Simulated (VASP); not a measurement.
Runs of VASP 6.6.1 on GaP. The structure is that of space group R-3m (No. 166), or close to it. The cells are those of the table. 

```tsv
cell	gap on the mesh (eV)	pressure (GPa)	largest force (eV/Å)
a = 6.830 Å, angles 33.9°, 4 atoms	0.78	-2.8	0.17
a = 6.740 Å, angles 30.1°, 4 atoms	0.11	24.6	1.59
a = 6.888 Å, angles 36.2°, 4 atoms	none	(b)	0.48
a = 6.868 Å, angles 35.4°, 4 atoms	(c)	-6.3	0.38
a = 6.775 Å, angles 31.6°, 4 atoms	0.65	(a)	0.61
```

Alike in all rows: task single point; level PBE; potentials or basis VASP PAW PBE potentials, release 64 (Ga_d, P); no spin polarisation; k mesh 9 × 9 × 9; cutoff (eV) 520; smearing gaussian 0.05 eV.

**Question.** Fill in the values left out.

**Answer.** (a) 9.0; (b) -7.2; (c) 0.20.

Caveats: semilocal functionals underestimate gaps, and a narrow one can read as zero; the stress differs along the axes, from 6 to 34 GPa (at least some runs); forces of over 1 eV/Å act on the atoms, so gaps and moduli don't describe the material at rest (at least some runs); the stress differs along the axes, from -10 to -1 GPa (at least some runs); the stress differs along the axes, from -9 to -1 GPa (at least some runs); the stress differs along the axes, from 2 to 13 GPa (at least some runs).

A k mesh can miss the band edges, and the runs leave out spin-orbit coupling on Ga.

A gap of «none» marks levels without a gap at the run's occupations.
